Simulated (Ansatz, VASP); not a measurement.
## Ti6O in VASP and in Ansatz

```
Ti O
1.0
     5.13000    0.00000    0.00000
    -2.56500    4.44271    0.00000
     0.00000    0.00000    4.74000
Ti O
6 1
Direct
  0.32980 0.00000 0.25908
  0.00000 0.32980 0.25908
  0.67020 0.67020 0.25908
  0.00000 0.67020 0.74092
  0.67020 0.00000 0.74092
  0.32980 0.32980 0.74092
  0.00000 0.00000 0.00000
```

Alike in both runs: functional PBEsol; k mesh 12 × 12 × 8; occupations gaussian, width 0.1 eV; no spin polarisation.

Ansatz relaxed the structure, and its values are those at the end. VASP's run is a single point on that final structure, the one shown.

|  | VASP | Ansatz |
| --- | --- | --- |
| version | VASP 6.6.1 | Ansatz 0.2.0 |
| potentials or method | VASP PAW PBE potentials, release 64 (Ti_sv, O), cutoff 520 eV | scalar-relativistic, plane waves, PAW |
| valence electrons in the cell | 78 | 78 |

|  | VASP | Ansatz | Ansatz less VASP |
| --- | --- | --- | --- |
| gap on the k mesh at the Fermi level (eV) | none | none | - |
| pressure (GPa) | -5.4 | -5.4 | -0.03 |
| rms of the force components (eV/Å) | 0.019 | 0.002 | -0.0167 |

VASP's potentials were made for PBE, not for PBEsol. A gap of «none» marks a metal or a gap that the smearing closes. Ansatz's warnings: stress scf threshold loose.
